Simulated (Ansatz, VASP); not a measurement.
# ZnO: VASP beside Ansatz

```xyz
4
Lattice="3.2709 0.0000 0.0000 -1.6355 2.8327 0.0000 0.0000 0.0000 5.2383" Properties=species:S:1:pos:R:3 pbc="T T T"
Zn    0.0000    1.8885    0.0000
Zn    1.6355    0.9442    2.6191
O     0.0000    1.8885    2.0015
O     1.6355    0.9442    4.6207
```

Change from the starting cell: volume scaled by 1.02.

Alike in both runs: task single point; functional LDA; k mesh 11 × 11 × 6; occupations fermi-dirac, width 0.02 eV; no spin polarisation.

|  | VASP | Ansatz |
| --- | --- | --- |
| version | VASP 6.6.1 | Ansatz 0.2.0 |
| potentials or method | VASP PAW LDA potentials, release 64 (Zn, O), cutoff 520 eV | all-electron LAPW, scalar-relativistic |

VASP gave:

- pressure (GPa): -8.6
- traceless stress, the component that is largest in VASP (GPa): 0.46
- rms of the force components (eV/Å): 0.023

Which values does Ansatz return?

Pressure (GPa): -9.5; traceless stress, the component that is largest in VASP (GPa): 0.46; rms of the force components (eV/Å): 0.023.

LDA's correlation is that of Perdew and Zunger in VASP and of Perdew and Wang (1992) in Ansatz. Atom by atom the forces differ by 0.000 eV/Å (rms over components). Ansatz ran all-electron here, and VASP with PAW potentials.
